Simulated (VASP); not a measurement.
# NiO (Fm-3m) in VASP: a series of runs

NiO is run at these levels: b88 exchange, pbe correlation; tasks: single point.

Everything below comes from runs of VASP 6.6.1. Logs are shortened: lines on timing, memory, paths and dates and some standing lists are left out, and cuts for length are marked.

## 1. The cell of the first run

The structure is cubic, space group Fm-3m (No. 225). Conventional cell: a = 4.172 Å, b = 4.172 Å, c = 4.172 Å, α = 90.00°, β = 90.00°, γ = 90.00°. Ni (site symmetry m-3m) has 6 O at 2.09 Å within 2.8 Å. Within 2.8 Å of O (site symmetry m-3m) lie 6 Ni at 2.09 Å.

## 2. Single point, b88 exchange, pbe correlation, collinear spin, ferromagnetic start

The input, INCAR:

```
ALGO = Normal
EDIFF = 1E-6
ENCUT = 600
GGA = LIBXC
GGA_COMPAT = F
ISIF = 2
ISMEAR = -1
ISPIN = 2
LASPH = T
LCHARG = F
LIBXC1 = GGA_X_B88
LIBXC2 = GGA_C_PBE
LMAXMIX = 4
LORBIT = 11
LREAL = F
LWAVE = F
MAGMOM = 1 0
NBANDS = 19
NELM = 200
PREC = Accurate
SIGMA = 0.05
```

The input, KPOINTS:

```
k-points
0
Gamma
  11 11 11
```

The input, POSCAR:

```
NiO
1.0
    0.0000000000      2.0859016414      2.0859016414
    2.0859016414      0.0000000000      2.0859016414
    2.0859016414      2.0859016414      0.0000000000
Ni O
1 1
Direct
    0.0000000000      0.0000000000      0.0000000000
    0.5000000000      0.5000000000      0.5000000000
```

Potentials or basis: VASP PAW PBE potentials, release 64 (Ni, O).

On the command line:

```sh
> cat potpaw_PBE.64/Ni/POTCAR potpaw_PBE.64/O/POTCAR > POTCAR
> mpirun -np 1 vasp_std > vasp.out
```

OUTCAR:

```text
EDIFF = 1E-6
   ENCUT = 600
   GGA = LIBXC
   ISIF = 2
   ISMEAR = -1
   ISPIN = 2
   LASPH = T
   LORBIT = 11
   LREAL = F
   NELM = 200
   PREC = Accurate

 ion  position               nearest neighbor table
   1  0.000  0.000  0.000-   2 2.09   2 2.09   2 2.09   2 2.09   2 2.09   2 2.09
   2  0.500  0.500  0.500-   1 2.09   1 2.09   1 2.09   1 2.09   1 2.09   1 2.09

  LATTYP: Found a face centered cubic cell.
 ALAT       =     4.1718032828

  Lattice vectors:

 A1 = (   0.0000000000,   2.0859016414,   2.0859016414)
 A2 = (   2.0859016414,   0.0000000000,   2.0859016414)
 A3 = (   2.0859016414,   2.0859016414,   0.0000000000)

Analysis of symmetry for initial positions (statically):
=====================================================================
 Subroutine PRICEL returns:
 Original cell was already a primitive cell.

 Routine SETGRP: Setting up the symmetry group for a
 face centered cubic supercell.

 Subroutine GETGRP returns: Found 48 space group operations
 (whereof 48 operations were pure point group operations)
 out of a pool of 48 trial point group operations.

The static configuration has the point symmetry O_h .

Analysis of symmetry for dynamics (positions and initial velocities):
=====================================================================
 Subroutine PRICEL returns:
 Original cell was already a primitive cell.

 Routine SETGRP: Setting up the symmetry group for a
 face centered cubic supercell.

 Subroutine GETGRP returns: Found 48 space group operations
 (whereof 48 operations were pure point group operations)
 out of a pool of 48 trial point group operations.

The dynamic configuration has the point symmetry O_h .

Analysis of structural, dynamic, and magnetic symmetry:
=====================================================================
 Subroutine PRICEL returns:
 Original cell was already a primitive cell.

 Routine SETGRP: Setting up the symmetry group for a
 face centered cubic supercell.

 Subroutine GETGRP returns: Found 48 space group operations
 (whereof 48 operations were pure point group operations)
 out of a pool of 48 trial point group operations.

The overall configuration has the point symmetry O_h .

 Subroutine INISYM returns: Found 48 space group operations
 (whereof 48 operations are pure point group operations),
 and found     1 'primitive' translations

----------------------------------------------------------------------------------------

                                     Primitive cell

  volume of cell :      18.1515

  direct lattice vectors                    reciprocal lattice vectors
     0.000000000  2.085901641  2.085901641    -0.239704495  0.239704495  0.239704495
     2.085901641  0.000000000  2.085901641     0.239704495 -0.239704495  0.239704495
     2.085901641  2.085901641  0.000000000     0.239704495  0.239704495 -0.239704495

  length of vectors
     2.949910391  2.949910391  2.949910391     0.415180364  0.415180364  0.415180364

  position of ions in fractional coordinates (direct lattice)
     0.000000000  0.000000000  0.000000000
     0.500000000  0.500000000  0.500000000

  ion indices of the primitive-cell ions
   primitive index   ion index
                 1           1
                 2           2

----------------------------------------------------------------------------------------

 KPOINTS: k-points

Automatic generation of k-mesh.
 Grid dimensions read from file:
 generate k-points for:   11   11   11

 Generating k-lattice:

  Cartesian coordinates                     Fractional coordinates (reciprocal lattice)
    -0.021791318  0.021791318  0.021791318     0.090909091  0.000000000  0.000000000
     0.021791318 -0.021791318  0.021791318     0.000000000  0.090909091  0.000000000
     0.021791318  0.021791318 -0.021791318     0.000000000  0.000000000  0.090909091

  Length of vectors
     0.037743669  0.037743669  0.037743669

  Shift w.r.t. Gamma in fractional coordinates (k-lattice)
     0.000000000  0.000000000  0.000000000

 Subroutine IBZKPT returns following result:
 ===========================================

 Found     56 irreducible k-points:

 Following reciprocal coordinates:
            Coordinates               Weight
  0.000000  0.000000  0.000000      1.000000
  0.090909  0.000000  0.000000      8.000000
  0.181818  0.000000  0.000000      8.000000
  0.272727  0.000000  0.000000      8.000000
  0.363636  0.000000  0.000000      8.000000
  0.454545  0.000000  0.000000      8.000000
[... 16 lines left out ...]
 -0.272727  0.181818  0.000000     24.000000
 -0.181818  0.181818  0.000000     12.000000
 [... further k-points ...]
   k-points           NKPTS =     56   k-points in BZ     NKDIM =     56   number of bands    NBANDS=     19
   number of dos      NEDOS =    301   number of ions     NIONS =      2
   total plane-waves  NPLWV =  13824
   dimension x,y,z NGX =    24 NGY =   24 NGZ =   24
   dimension x,y,z NGXF=    48 NGYF=   48 NGZF=   48
   ions per type =               1   1
   NGX,Y,Z   is equivalent  to a cutoff of  13.53, 13.53, 13.53 a.u.
   NGXF,Y,Z  is equivalent  to a cutoff of  27.05, 27.05, 27.05 a.u.
 SYSTEM =  unknown system
   PREC   = accura    normal or accurate (medium, high low for compatibility)
   ISTART =      0    job   : 0-new  1-cont  2-samecut
   ICHARG =      2    charge: 1-file 2-atom 10-const
   ISPIN  =      2    spin polarized calculation?
   LNONCOLLINEAR =      F non collinear calculations
   LSORBIT =      F    spin-orbit coupling
   LASPH  =      T    aspherical Exc in radial PAW
   ENCUT  =  600.0 eV  44.10 Ry    6.64 a.u.   5.89  5.89  5.89*2*pi/ulx,y,z
   NELM   =    200;   NELMIN=  2; NELMDL= -5     # of ELM steps
   EDIFF  = 0.1E-05   stopping-criterion for ELM
   LREAL  =      F    real-space projection
   EDIFFG = 0.1E-04   stopping-criterion for IOM
   NSW    =      0    number of steps for IOM
   IBRION =     -1    ionic relax: 0-MD 1-quasi-New 2-CG
   NFREE  =      0    steps in history (QN), initial steepest desc. (CG)
   ISIF   =      2    stress and relaxation
   ISYM   =      2    0-nonsym 1-usesym 2-fastsym
   POTIM  = 0.5000    time-step for ionic-motion
   TEBEG  =    0.0;   TEEND  =   0.0 temperature during run
   PSTRESS=    0.0 pullay stress
   NELECT =      16.0000    total number of electrons
   NUPDOWN=      -1.0000    fix difference up-down
   EMIN   =  10.00;   EMAX   =-10.00  energy-range for DOS
   EFERMI =   0.00;   METHOD = LEGACY
   ISMEAR =    -1;   SIGMA  =   0.05  broadening in eV -4-tet -1-fermi 0-gaus
   EFERMI_NEDOS =   21; number of points for ismear=-14 and -15
   IALGO  =     38    algorithm
   IMIX   =      4    mixing-type and parameters
     AMIX     =   0.40;   BMIX     =  1.00
     AMIX_MAG =   1.60;   BMIX_MAG =  1.00
  volume/ion in A,a.u.               =       9.08        61.25
  Fermi-wavevector in a.u.,A,eV,Ry     =   1.569680  2.966264 33.523312  2.463894
  Thomas-Fermi vector in A             =   2.671526
   LORBIT       =     11    0 simple, 1 ext, 2 COOP (PROOUT), +10 PAW based schemes
   GGA     = LIBXC    functional components
   LHFCALC =     F    Hartree Fock is set to
   AEXX    =    0.0000 exact exchange contribution
   IVDW    =     0    specifies the selected vdW correction
   LEPSILON=     F    determine dielectric tensor
   LRPA    =     F    only Hartree local field effects (RPA)
 spin polarized calculation
  energy-cutoff  :      600.00
  volume of cell :       18.15
 maximum number of plane-waves:       620
   NGX = 11   NGY = 11   NGZ = 11

 number of electron      16.0000001 magnetization       1.6952116

 Free energy of the ion-electron system (eV)
  ---------------------------------------------------
  ext. energy  EPLUGINS =         0.00000000
  ---------------------------------------------------
  free energy    TOTEN  =       -11.24419973 eV

  energy without entropy =      -11.23284486  energy(sigma->0) =      -11.23852230

 E-fermi :   7.8787     XC(G=0): -12.7353

 val. band max:        7.8722813414   @ k =   0.4545   0.3636   0.0000
 cond. band min:       7.8872915364   @ k =  -0.4545   0.4545   0.0000
 fundamental gap:      0.0150101951
 Fermi energy:         7.8787065369

 spin component 1

 k-point     1 :       0.0000    0.0000    0.0000
  band No.  band energies     occupation
      1     -12.5153      1.00000
      2       4.7769      1.00000
      3       4.7769      1.00000
      4       4.8663      1.00000
      5       4.8663      1.00000
      6       4.8663      1.00000
[... 11 lines left out ...]
     18      33.8656      0.00000
     19      33.8657      0.00000

 k-point     2 :       0.0909    0.0000    0.0000
  band No.  band energies     occupation
      1     -12.4212      1.00000
      2       3.9932      1.00000
      3       3.9933      1.00000
      4       4.0413      1.00000
      5       5.2296      1.00000
      6       5.2296      1.00000
[... 11 lines left out ...]
     18      35.2387      0.00000
     19      35.2387      0.00000

 k-point     3 :       0.1818    0.0000    0.0000
  band No.  band energies     occupation
      1     -12.1580      1.00000
      2       2.7081      1.00000
      3       3.2442      1.00000
      4       3.2442      1.00000
      5       5.3923      1.00000
      6       5.3923      1.00000
[... 11 lines left out ...]
     18      37.6050      0.00000
     19      37.6050      0.00000

 k-point     4 :       0.2727    0.0000    0.0000
  band No.  band energies     occupation
      1     -11.7853      1.00000
      2       1.3796      1.00000
      3       2.6364      1.00000
      4       2.6365      1.00000
      5       5.6022      1.00000
      6       5.6023      1.00000
[... 407 lines left out ...]
     18      38.5738      0.00000
     19      39.3510      0.00000

 k-point    23 :      -0.2727    0.1818    0.0000
  band No.  band energies     occupation
      1     -11.3728      1.00000
      2       0.6459      1.00000
      3       2.1283      1.00000
      4       2.4791      1.00000
      5       5.5502      1.00000
      6       5.7334      1.00000
[... 11 lines left out ...]
     18      38.8255      0.00000
     19      40.1432      0.00000

 k-point    24 :      -0.1818    0.1818    0.0000
  band No.  band energies     occupation
      1     -11.6880      1.00000
      2       1.2549      1.00000
      3       2.3818      1.00000
      4       3.0445      1.00000
      5       5.3712      1.00000
      6       5.5726      1.00000
[... 11 lines left out ...]
     18      38.8563      0.00000
     19      39.9959      0.00000

 [... further k-points ...]

 spin component 2

 k-point     1 :       0.0000    0.0000    0.0000
  band No.  band energies     occupation
      1     -12.0972      1.00000
      2       5.3540      1.00000
      3       5.3540      1.00000
      4       5.3540      1.00000
      5       6.0116      1.00000
      6       6.0118      1.00000
[... 11 lines left out ...]
     18      34.4589      0.00000
     19      34.4593      0.00000

 k-point     2 :       0.0909    0.0000    0.0000
  band No.  band energies     occupation
      1     -12.0007      1.00000
      2       4.5395      1.00000
      3       4.9559      1.00000
      4       4.9560      1.00000
      5       6.1355      1.00000
      6       6.1358      1.00000
[... 11 lines left out ...]
     18      35.8179      0.00000
     19      35.8182      0.00000

 k-point     3 :       0.1818    0.0000    0.0000
  band No.  band energies     occupation
      1     -11.7302      1.00000
      2       3.1593      1.00000
      3       4.2978      1.00000
      4       4.2979      1.00000
      5       6.3297      1.00000
      6       6.3299      1.00000
[... 11 lines left out ...]
     18      38.1877      0.00000
     19      38.1879      0.00000

 k-point     4 :       0.2727    0.0000    0.0000
  band No.  band energies     occupation
      1     -11.3463      1.00000
      2       1.7908      1.00000
      3       3.7089      1.00000
      4       3.7090      1.00000
      5       6.5544      1.00000
      6       6.5547      1.00000
[... 407 lines left out ...]
     18      38.9226      0.00000
     19      39.8208      0.00000

 k-point    23 :      -0.2727    0.1818    0.0000
  band No.  band energies     occupation
      1     -10.9151      1.00000
      2       1.1299      1.00000
      3       3.0345      1.00000
      4       3.2604      1.00000
      5       6.5554      1.00000
      6       6.9913      1.00000
[... 11 lines left out ...]
     18      39.2421      0.00000
     19      40.6771      0.00000

 k-point    24 :      -0.1818    0.1818    0.0000
  band No.  band energies     occupation
      1     -11.2437      1.00000
      2       1.8009      1.00000
      3       3.5301      1.00000
      4       3.5440      1.00000
      5       6.3703      1.00000
      6       6.9210      1.00000
[... 11 lines left out ...]
     18      39.2664      0.00000
     19      40.2153      0.00000

 [... further k-points ...]

------------------------ aborting loop because EDIFF is reached ----------------------------------------

  FORCE on cell =-STRESS in cart. coord.  units (eV):
  Direction    XX          YY          ZZ          XY          YZ          ZX
  --------------------------------------------------------------------------------------
  -------------------------------------------------------------------------------------
  Total        0.5164195      0.5164195      0.5164195      0.0000000      0.0000000      0.0000000
  in kB       45.5828746     45.5828746     45.5828746      0.0000000      0.0000000      0.0000000
  external PRESSURE =      45.5828746 kB  Pullay stress =       0.0000000 kB

 VOLUME and BASIS-vectors are now :
 -----------------------------------------------------------------------------
  energy-cutoff  :      600.00
  volume of cell :       18.15
      direct lattice vectors                 reciprocal lattice vectors
     0.000000000  2.085901641  2.085901641    -0.239704495  0.239704495  0.239704495
     2.085901641  0.000000000  2.085901641     0.239704495 -0.239704495  0.239704495
     2.085901641  2.085901641  0.000000000     0.239704495  0.239704495 -0.239704495

 POSITION                                       TOTAL-FORCE (eV/Angst)
 -----------------------------------------------------------------------------------
      0.00000      0.00000      0.00000        -0.000000      0.000000     -0.000000
      2.08590      2.08590      2.08590         0.000000     -0.000000      0.000000
 -----------------------------------------------------------------------------------
    total drift:                                0.000000     -0.000000     -0.000000

  FREE ENERGIE OF THE ION-ELECTRON SYSTEM (eV)
  ---------------------------------------------------
  free  energy   TOTEN  =       -11.2441997324 eV

  energy  without entropy=      -11.2328448608  energy(sigma->0) =      -11.23852230

 total charge

# of ion       s       p       d       tot
------------------------------------------
    1        0.332   0.406   8.256   8.994
    2        1.551   3.426   0.000   4.977
--------------------------------------------------
tot          1.883   3.832   8.256  13.971

 magnetization (x)

# of ion       s       p       d       tot
------------------------------------------
    1        0.012   0.015   1.373   1.399
    2        0.028   0.226   0.000   0.254
--------------------------------------------------
tot          0.039   0.241   1.373   1.653
```

Run time: 95 s. Hardware: 1 thread of Intel Xeon 8259CL, shared host; peak memory 0.17 GiB.

Results:

```
Free energy                                           : -11.2442 eV
Pressure                                              : 4.6 GPa
Net moment                                            : 1.70 μB per cell
Site moments                                          : Ni +1.40; O +0.25 μB
Valence electrons inside the program's atomic spheres : Ni 8.99; O 4.98
```

Caveat: the cell stands under pressure; the PAW data sets were made with another functional, which shifts forces and pressure a little; a cell with one magnetic atom can't hold antiferromagnetic order, which such compounds often take; semilocal functionals often make such compounds metallic where correlation or magnetic order opens a gap, which also shifts bond lengths.

[end of part 1 of 3]
